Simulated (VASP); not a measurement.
Wanted: the native input for a VASP 6.6.1 run.

```yaml
Task: single point
Functional: PBE
Potentials_or_basis: VASP PAW PBE potentials, release 64 (Be)
Cutoff: 520 eV
k_mesh: 25 × 25 × 25
Occupations: fermi-dirac, width 0.1 eV
Spin: no spin polarisation
Dipole_correction: no
Further_INCAR_settings: ALGO = Normal; EDIFF = 1e-07; NBANDS = 9
```

The structure of Be lies in POSCAR:

```
Be
1.0
   -1.5476291612      1.5476291612      0.8498763978
    1.5476291612     -1.5476291612      0.8498763978
    1.5476291612      1.5476291612     -0.8498763978
Be
2
Direct
   -0.3750000000     -0.1250000000     -0.2500000000
    0.3750000000      0.1250000000      0.2500000000
```

The input as run:

INCAR

```
  PREC = Accurate
  ENCUT = 520
  EDIFF = 1E-7
  ISMEAR = -1
  SIGMA = 0.1
  LREAL = F
  LASPH = T
  NELM = 100
  ALGO = Normal
  ISIF = 2
  LWAVE = F
  LCHARG = F
  GGA = PE
  NBANDS = 9
```

KPOINTS

```
Automatic mesh
0
Gamma
  25 25 25
```

Potentials or basis: VASP PAW PBE potentials, release 64 (Be).

Command:

```console
$ cat potpaw_PBE.64/Be/POTCAR > POTCAR
$ mpirun -np 1 vasp_std > vasp.out
```

Results of the run:

| Property | Result |
| --- | --- |
| Pressure | 271.9 GPa |
| Band gap on the k mesh | zero (bands 2 and 3 overlap by 9.99 eV) |

Caveat: the cell stands under pressure.

Wall time 39 s on 1 thread of Intel(R) Xeon(R) Platinum 8559C (Emerald Rapids), on a shared host, peak memory 0.18 GiB.
